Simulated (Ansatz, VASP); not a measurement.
# Two plane-wave programs on YRe3

File INCAR:

```
PREC = Accurate ; ENCUT = 520
EDIFF = 1E-7 ; ISMEAR = 0
SIGMA = 0.05 ; LREAL = F
LASPH = T ; NELM = 80
ALGO = Fast ; ISIF = 2
LWAVE = F ; LCHARG = F
GGA = PS ; NBANDS = 24
```

File KPOINTS:

```
Automatic mesh
0
Gamma
  8 8 8
```

POSCAR

```
YRe3
1.0
    4.0399703470      0.0000000000      0.0000000000
    0.0000000000      4.0399703470      0.0000000000
    0.0000000000      0.0000000000      4.0399703470
Y Re
1 3
Direct
    0.0000000000      0.0000000000      0.0000000000
    0.0000000000      0.5000000000      0.5000000000
    0.5000000000      0.5000000000      0.0000000000
    0.5000000000      0.0000000000      0.5000000000
```

Input for Ansatz:

```yaml
crystal:
  lattice:
    - [4.039970347, 0.0, 0.0]
    - [0.0, 4.039970347, 0.0]
    - [0.0, 0.0, 4.039970347]
  atoms:
    - { symbol: "Y", position: [0.0, 0.0, 0.0] }
    - { symbol: Re, position: [0.0, 0.5, 0.5] }
    - { symbol: Re, position: [0.5, 0.5, 0.0] }
    - { symbol: Re, position: [0.5, 0.0, 0.5] }
basis:
  ecutwfc: 420
  ecutrho_ratio: 4
kpoints:
  mp_grid: { grid: [8, 8, 8] }
hamiltonian:
  xc: pbesol
scf:
  occupations: { method: gaussian, width: 0.05 }
output:
  forces: true
  stress: true
  eigenvalues: true
```

Alike in both runs: task single point; functional PBEsol; k mesh 8 × 8 × 8; occupations gaussian, width 0.05 eV; no spin polarisation.

|  | VASP | Ansatz |
| --- | --- | --- |
| version | VASP 6.6.1 | Ansatz 0.2.0 |
| potentials or method | VASP PAW PBE potentials, release 64 (Y_sv, Re), cutoff 520 eV | scalar-relativistic, plane waves, PAW |
| valence electrons in the cell | 32 | 56 |

```csv
,VASP,Ansatz,Ansatz less VASP
gap on the k mesh at the Fermi level (eV),none,none,-
pressure (GPa),4.7,4.8,+0.13
```

VASP's potentials were made for PBE, not for PBEsol. A gap of «none» marks a metal or a gap that the smearing closes. VASP's potentials hold 32 valence electrons a cell and Ansatz's 56, so a difference there can come from the potentials and not from the codes.

Neither program's run includes spin-orbit coupling.
